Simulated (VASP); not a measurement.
Wanted: the native input for a VASP 6.6.1 run.

- Task: single point
- Functional: LDA
- Potentials or basis: VASP PAW LDA potentials, release 64 (Ti_sv, O)
- Cutoff: 520 eV
- k mesh: 8 × 8 × 10
- Occupations: gaussian, width 0.05 eV
- Spin: no spin polarisation
- Dipole correction: no
- Further INCAR settings: ALGO = Normal; EDIFF = 1e-06; NBANDS = 33

The structure of TiO2 lies in POSCAR:

```
TiO2
1.0
    4.3229687981      0.0000000000      0.0000000000
    0.0000000000      4.3229687981      0.0000000000
    0.0000000000      0.0000000000      2.8860139696
Ti O
2 4
Direct
    0.0000000000      0.0000000000      0.0000000000
    0.5000000000      0.5000000000      0.5000000000
    0.3039457556      0.3039457556      0.0000000000
    0.1960542444      0.8039457556      0.5000000000
    0.6960542444      0.6960542444      0.0000000000
    0.8039457556      0.1960542444      0.5000000000
```

These files were run (other wordings do the same):

INCAR

```
PREC     = Accurate       # precision mode
ENCUT    = 520            # plane-wave cutoff, eV
EDIFF    = 1E-6           # SCF threshold, eV
ISMEAR   = 0              # smearing method
SIGMA    = 0.05           # smearing width, eV
LREAL    = F              # projectors in reciprocal space
LASPH    = T              # aspherical terms in the spheres
NELM     = 60             # most SCF steps
ALGO     = Normal         # electronic algorithm
ISIF     = 2              # what is computed and relaxed
LWAVE    = F              # write WAVECAR
LCHARG   = F              # write CHGCAR
NBANDS   = 33             # bands
```

KPOINTS

```
regular mesh
0
Gamma
  8 8 10
```

Potentials or basis: VASP PAW LDA potentials, release 64 (Ti_sv, O).

Command:

```bash
$ cat potpaw_LDA.64/Ti_sv/POTCAR potpaw_LDA.64/O/POTCAR > POTCAR
$ mpirun -np 1 vasp_std > vasp.out
```

It gave:

```json
{"Pressure": "36.9 GPa", "Largest force": "0.346 eV/Å", "Band gap on the k mesh": "2.04 eV"}
```

Caveat: the cell stands under pressure.

Wall time 100 s on 1 thread of Intel(R) Xeon(R) Platinum 8259CL CPU @ 2.50GHz (Skylake/Cascade Lake), on a shared host, peak memory 0.23 GiB.
